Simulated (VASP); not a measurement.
Wanted: the native input for a VASP 6.6.1 run.

* Task: single point
* Functional: r2SCAN
* Potentials or basis: VASP PAW PBE potentials, release 64 (Tc_pv, Ge_d)
* Cutoff: 520 eV
* k mesh: 7 × 7 × 7
* Occupations: methfessel-paxton, width 0.15 eV
* Spin: no spin polarisation
* Dipole correction: no
* Further INCAR settings: ALGO = Normal; EDIFF = 1e-06; NBANDS = 34

The system is Tc3Ge.

```xyz
4
Lattice="0.0000 3.0822 3.0822 3.0822 0.0000 3.0822 3.0822 3.0822 0.0000" Properties=species:S:1:pos:R:3 pbc="T T T"
Tc    1.5411    1.5411    1.5411
Tc    4.6233    4.6233    4.6233
Tc    3.0822    3.0822    3.0822
Ge    0.0000    0.0000    0.0000
```

One way to write it, as run:

POSCAR

```
Tc3Ge
1.0
    0.0000000000      3.0822151953      3.0822151953
    3.0822151953      0.0000000000      3.0822151953
    3.0822151953      3.0822151953      0.0000000000
Tc Ge
3 1
Direct
    0.2500000000      0.2500000000      0.2500000000
    0.7500000000      0.7500000000      0.7500000000
    0.5000000000      0.5000000000      0.5000000000
    0.0000000000      0.0000000000      0.0000000000
```

INCAR.step1

```
  ALGO = Normal
  EDIFF = 1E-4
  ENCUT = 520
  GGA = PE
  ISMEAR = 1
  LASPH = True
  LCHARG = False
  LREAL = False
  LWAVE = True
  NBANDS = 34
  NELM = 80
  PREC = Accurate
  SIGMA = 0.15
```

INCAR.step2

```
  ALGO = Normal
  EDIFF = 1E-6
  ENCUT = 520
  ISIF = 2
  ISMEAR = 1
  ISTART = 1
  LASPH = True
  LCHARG = False
  LMIXTAU = True
  LREAL = False
  LWAVE = False
  METAGGA = R2SCAN
  NBANDS = 34
  NELM = 80
  PREC = Accurate
  SIGMA = 0.15
```

KPOINTS

```
k-points
0
Gamma
  7 7 7
```

Potentials or basis: VASP PAW PBE potentials, release 64 (Tc_pv, Ge_d).

The run is started by

```bash
$ cat potpaw_PBE.64/Tc_pv/POTCAR potpaw_PBE.64/Ge_d/POTCAR > POTCAR
$ cp INCAR.step1 INCAR
$ mpirun -np 1 vasp_std > vasp.out
$ cp INCAR.step2 INCAR
$ mpirun -np 1 vasp_std > vasp.out
```

It gave:

```
Pressure : -8.6 GPa
```

Caveat: the PAW data sets were made with another functional, which shifts forces and pressure a little.

Wall time 54 s on 1 thread of Intel(R) Xeon(R) 6975P-C (Granite Rapids), with other jobs on the host, peak memory 0.19 GiB.
